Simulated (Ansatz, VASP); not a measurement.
# Two plane-wave programs on Nb

INCAR

```
SYSTEM = Nb
PREC = Accurate
ENCUT = 500
EDIFF = 1E-6
ISMEAR = 0
SIGMA = 0.1
LREAL = .FALSE.
LASPH = .TRUE.
NELM = 120
ALGO = Normal
ISIF = 2
LWAVE = .FALSE.
LCHARG = .FALSE.
GGA = PS
NBANDS = 20
GGA_COMPAT = .FALSE.
```

File KPOINTS:

```
regular mesh
0
G
  6 6 4
  0 0 0
```

POSCAR

```
Nb
1.0
    2.8329967259      0.0000000000      0.0000000000
   -1.4164983629      2.4534471335      0.0000000000
    0.0000000000      0.0000000000      5.1867429067
Nb
2
Direct
    0.3333333333      0.6666666667      0.2500000000
    0.6666666667      0.3333333333      0.7500000000
```

Input for Ansatz:

```yaml
crystal:
  lattice:
    - [2.8329967259, 0.0, 0.0]
    - [-1.4164983629, 2.4534471335, 0.0]
    - [0.0, 0.0, 5.1867429067]
  atoms:
    - { symbol: Nb, position: [0.3333333333, 0.6666666667, 0.25] }
    - { symbol: Nb, position: [0.6666666667, 0.3333333333, 0.75] }
basis:
  ecutwfc: 420
kpoints:
  mp_grid: { grid: [6, 6, 4] }
hamiltonian:
  xc: pbesol
  pseudopotentials: { kind: paw, azcp: { folder: soft_1 } }
scf:
  occupations: { method: gaussian, width: 0.1 }
output:
  forces: true
  stress: true
  eigenvalues: true
```

Alike in both runs: task single point; functional PBEsol; k mesh 6 × 6 × 4; occupations gaussian, width 0.1 eV; no spin polarisation.

```csv
,VASP,Ansatz
version,VASP 6.6.1,Ansatz 0.2.0
potentials or method,"VASP PAW PBE potentials, release 64 (Nb_sv), cutoff 500 eV","scalar-relativistic, plane waves, PAW"
valence electrons in the cell,26,26
```

|  | VASP | Ansatz | Ansatz less VASP |
| --- | --- | --- | --- |
| gap on the k mesh at the Fermi level (eV) | none | none | - |
| pressure (GPa) | -2.0 | -1.7 | +0.31 |
| traceless stress, the component that is largest in VASP (GPa) | 2.88 | 2.89 | +0.014 |

VASP's potentials were made for PBE, not for PBEsol, and Ansatz warns of the same on its side. A gap of «none» marks a metal or a gap that the smearing closes. The functional is the same, so the differences come from potentials, cutoffs and numerics.

The k mesh is coarse, so the values compare programs but aren't converged.
